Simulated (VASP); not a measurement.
Here is a VASP 6.6.1 calculation.

INCAR

```
SYSTEM = WC
  ALGO = Normal
  EDIFF = 1E-6
  ENCUT = 520
  GGA = PS
  ISIF = 2
  ISMEAR = 1
  LASPH = .TRUE.
  LCHARG = .FALSE.
  LREAL = .FALSE.
  LWAVE = .FALSE.
  NBANDS = 16
  NELM = 60
  PREC = Accurate
  SIGMA = 0.05
```

KPOINTS

```
k-points
0
G
  11 11 11
  0 0 0
```

Contents of POSCAR:

```
WC
1.0
    0.0000000000      2.1630455565      2.1630455565
    2.1630455565      0.0000000000      2.1630455565
    2.1630455565      2.1630455565      0.0000000000
W C
1 1
Direct
    0.0000000000      0.0000000000      0.0000000000
    0.5000000000      0.5000000000      0.5000000000
```

Potentials or basis: VASP PAW PBE potentials, release 64 (W_sv, C).

Launch:

```bash
$ cat potpaw_PBE.64/W_sv/POTCAR potpaw_PBE.64/C/POTCAR > POTCAR
$ mpirun -np 1 vasp_std > vasp.out
```

What does it give for the band gap on the k mesh?

Zero (band 9 reaches 13.90 eV, above the bottom of band 10 at 10.63 eV).

Estimate the pressure.

6.6 GPa.

Caveat: the PAW data sets were made with another functional, which shifts forces and pressure a little; spin-orbit coupling is left out, which moves the levels of the heavy elements.
